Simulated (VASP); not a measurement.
A run of VASP 6.6.1 is set up as follows.

Contents of INCAR:

```
ALGO = Normal ; EDIFF = 1E-6
EDIFFG = -0.05 ; ENCUT = 600
GGA = PS ; IBRION = 2
ISIF = 3 ; ISMEAR = 0
LASPH = True ; LCHARG = False
LREAL = False ; LWAVE = False
NELM = 100 ; NSW = 80
PREC = Accurate ; SIGMA = 0.1
```

The input KPOINTS:

```
k-points
0
Gamma
  6 6 6
```

The input POSCAR:

```
Pb
1.0
    0.0000000000      3.2376298836      3.2376298836
    3.2376298836      0.0000000000      3.2376298836
    3.2376298836      3.2376298836      0.0000000000
Pb
2
Direct
    0.5000000000      0.5000000000      0.5000000000
    0.7500000000      0.7500000000      0.7500000000
```

Potentials or basis: VASP PAW PBE potentials, release 64 (Pb_d).

Run with:

```console
$ cat potpaw_PBE.64/Pb_d/POTCAR > POTCAR
$ mpirun -np 1 vasp_std > vasp.out
```

(1) Estimate the relaxed volume.

(2) Predict the relaxed cell.

## Answers

(1) 41.20 Å³/atom.

(2) a = 4.885 Å, b = 4.885 Å, c = 4.885 Å, α = 60.00°, β = 60.00°, γ = 60.00°.

Caveat: the volume moved by over 15 % at a fixed basis, so the end points are rough; the PAW data sets were made with another functional, which shifts forces and pressure a little.
